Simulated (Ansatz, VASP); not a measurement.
# Al15ZnN16: VASP beside Ansatz

```
CELL_PARAMETERS angstrom
6.22600 0.00000 0.00000
-3.11300 5.39187 0.00000
0.00000 0.00000 9.96200
ATOMIC_POSITIONS crystal
Zn 0.16667 0.33333 0.00000
Al 0.16667 0.33333 0.50000
Al 0.16667 0.83333 0.00000
Al 0.16667 0.83333 0.50000
Al 0.66667 0.33333 0.00000
Al 0.66667 0.33333 0.50000
Al 0.66667 0.83333 0.00000
Al 0.66667 0.83333 0.50000
Al 0.33333 0.16667 0.25000
Al 0.33333 0.16667 0.75000
Al 0.33333 0.66667 0.25000
Al 0.33333 0.66667 0.75000
Al 0.83333 0.16667 0.25000
Al 0.83333 0.16667 0.75000
Al 0.83333 0.66667 0.25000
Al 0.83333 0.66667 0.75000
N 0.16667 0.33333 0.19000
N 0.16667 0.33333 0.69000
N 0.16667 0.83333 0.19000
N 0.16667 0.83333 0.69000
N 0.66667 0.33333 0.19000
N 0.66667 0.33333 0.69000
N 0.66667 0.83333 0.19000
N 0.66667 0.83333 0.69000
N 0.33333 0.16667 0.44000
N 0.33333 0.16667 0.94000
N 0.33333 0.66667 0.44000
N 0.33333 0.66667 0.94000
N 0.83333 0.16667 0.44000
N 0.83333 0.16667 0.94000
N 0.83333 0.66667 0.44000
N 0.83333 0.66667 0.94000
```

Alike in both runs: task electric field gradients; functional PBE; k mesh 4 × 4 × 2; occupations fermi-dirac, width 0.01 eV; collinear spin.

```csv
,VASP,Ansatz
version,VASP 6.6.1,Ansatz 0.2.0
potentials or method,"VASP PAW PBE potentials, release 64 (Zn, Al, N)","plane-wave PAW, scalar-relativistic"
plane-wave cutoff (eV),520,420
valence electrons in the cell,137,137
```

```tsv
	VASP	Ansatz	Ansatz less VASP
pressure (GPa)	5.5	5.7	+0.17
traceless stress, the component that is largest in VASP (GPa)	1.54	1.48	-0.057
rms of the force components (eV/Å)	0.439	0.421	-0.0178
net moment per atom (μB)	0.03	0.03	0.000
size of the moment on the site where the two differ most (μB)	0.13	0.10	-0.026
size of Vzz on the site where it differs most (V/Å²)	25.1	24.0	-1.15
```

Site moments also hang on the region over which each program counts them. Atom by atom the forces differ by 0.018 eV/Å (rms over components).
